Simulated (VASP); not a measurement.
Set up this calculation in VASP 6.6.1, as the native input.

* Task: single point
* Functional: PBE
* Potentials or basis: VASP PAW PBE potentials, release 64 (Hf_pv, N)
* Cutoff: 520 eV
* k mesh: 14 × 14 × 14
* Occupations: fermi-dirac, width 0.08 eV
* Spin: no spin polarisation
* Dipole correction: no
* Further INCAR settings: ALGO = Normal; EDIFF = 1e-07; NBANDS = 14

The structure of HfN (zincblende type) lies in POSCAR:

```
HfN
1.0
    0.0000000000      2.4579025457      2.4579025457
    2.4579025457      0.0000000000      2.4579025457
    2.4579025457      2.4579025457      0.0000000000
Hf N
1 1
Direct
    0.0000000000      0.0000000000      0.0000000000
    0.2500000000      0.2500000000      0.2500000000
```

The input as run:

INCAR

```
PREC = Accurate
ENCUT = 520
EDIFF = 1E-7
ISMEAR = -1
SIGMA = 0.08
LREAL = F
LASPH = T
NELM = 60
ALGO = Normal
ISIF = 2
LWAVE = F
LCHARG = F
GGA = PE
NBANDS = 14
```

KPOINTS

```
Automatic mesh
0
Gamma
  14 14 14
```

Potentials or basis: VASP PAW PBE potentials, release 64 (Hf_pv, N).

Command:

```console
$ cat potpaw_PBE.64/Hf_pv/POTCAR potpaw_PBE.64/N/POTCAR > POTCAR
$ mpirun -np 1 vasp_std > vasp.out
```

It gave:

- Pressure: -1.1 GPa

Run time: 25 s on 1 thread of Intel Xeon 6975P-C (shared host), peak memory 0.19 GiB.
